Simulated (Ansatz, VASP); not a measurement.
# V2SiN2 in VASP and in Ansatz

INCAR

```
PREC = Accurate
ENCUT = 600
EDIFF = 1E-6
ISMEAR = 0
SIGMA = 0.1
LREAL = F
LASPH = T
NELM = 100
ALGO = Normal
ISIF = 3
LWAVE = F
LCHARG = F
GGA = PE
IBRION = 2
NSW = 90
EDIFFG = -0.04
```

File KPOINTS:

```
Automatic mesh
0
Gamma
  6 6 6
```

Contents of POSCAR:

```
V2SiN2
1.0
    1.9518243972     -5.5547694194      0.0000000000
    1.9518243972      5.5547694194      0.0000000000
    0.0000000000      0.0000000000      2.8154385544
V Si N
2 1 2
Direct
    0.6705727600      0.3294272400      0.0000000000
    0.3294272400      0.6705727600      0.0000000000
    0.0000000000      0.0000000000      0.0000000000
    0.8362818464      0.1637181536      0.0000000000
    0.1637181536      0.8362818464      0.0000000000
```

Input for Ansatz:

```yaml
crystal:
  lattice:
    - [1.9518243972, -5.5547694194, 0.0]
    - [1.9518243972, 5.5547694194, 0.0]
    - [0.0, 0.0, 2.8154385544]
  atoms:
    - { symbol: V, position: [0.67057276, 0.32942724, 0.0] }
    - { symbol: V, position: [0.32942724, 0.67057276, 0.0] }
    - { symbol: Si, position: [0.0, 0.0, 0.0] }
    - { symbol: "N", position: [0.8362818464, 0.1637181536, 0.0] }
    - { symbol: "N", position: [0.1637181536, 0.8362818464, 0.0] }
basis:
  ecutwfc: 420
kpoints:
  mp_grid: { grid: [6, 6, 6] }
hamiltonian:
  xc: pbe
scf:
  occupations: { method: gaussian, width: 0.1 }
  lower_state_search: "off"
output:
  forces: true
  stress: true
  eigenvalues: true
relax:
  adjacent_minimum: "off"
  f_tol: 0.04
  max_steps: 70
  cell: { stress_tol: 0.4 }
```

Alike in both runs: task relaxation of cell and atoms; functional PBE; k mesh 6 × 6 × 6; occupations gaussian, width 0.1 eV; no spin polarisation.

|  | VASP | Ansatz |
| --- | --- | --- |
| version | VASP 6.6.1 | Ansatz 0.2.0 |
| potentials or method | VASP PAW PBE potentials, release 64 (V_sv, Si, N), cutoff 600 eV | scalar-relativistic, plane waves, PAW |
| valence electrons in the cell | 40 | 40 |

Ansatz gave:

| Item | Value |
| --- | --- |
| gap on the k mesh at the Fermi level, each at its own relaxed structure (eV) | none |
| relaxed volume (Å³/atom) | 12.17 |
| relaxed length of the cell vector where the two differ most in proportion (Å) | 2.797 |

Problem. What did VASP give for the same quantities?

Solution. gap on the k mesh at the Fermi level, each at its own relaxed structure (eV): none; relaxed volume (Å³/atom): 12.18; relaxed length of the cell vector where the two differ most in proportion (Å): 2.801.

A gap of «none» marks a metal or a gap that the smearing closes.

The k mesh is coarse, so the values compare programs but aren't converged.
